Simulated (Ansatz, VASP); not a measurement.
# Two plane-wave programs on Cd4S

```
CELL_PARAMETERS angstrom
-3.21312 3.21312 3.21312
3.21312 -3.21312 3.21312
3.21312 3.21312 -3.21312
ATOMIC_POSITIONS crystal
Cd 0.50000 0.50000 0.50000
Cd 0.50000 0.00000 0.00000
Cd 0.00000 0.00000 0.50000
Cd 0.00000 0.50000 0.00000
S 0.00000 0.00000 0.00000
```

Change from the starting cell: species swapped into the Hg4Pt type (Im-3m, No. 229).

Alike in both runs: functional PBE; k mesh 8 × 8 × 8; occupations gaussian, width 0.1 eV; no spin polarisation.

Ansatz relaxed the structure, and its values are those at the end. VASP's run is a single point on that final structure, the one shown.

|  | VASP | Ansatz |
| --- | --- | --- |
| version | VASP 6.6.1 | Ansatz 0.2.0 |
| potentials or method | VASP PAW PBE potentials, release 64 (Cd, S), cutoff 520 eV | scalar-relativistic, plane waves, PAW |
| valence electrons in the cell | 54 | 86 |

```csv
,VASP,Ansatz,Ansatz less VASP
gap on the k mesh at the Fermi level (eV),none,none,-
pressure (GPa),0.2,0.0,-0.21
```

A gap of «none» marks a metal or a gap that the smearing closes. VASP's potentials hold 54 valence electrons a cell and Ansatz's 86, so a difference there can come from the potentials and not from the codes.
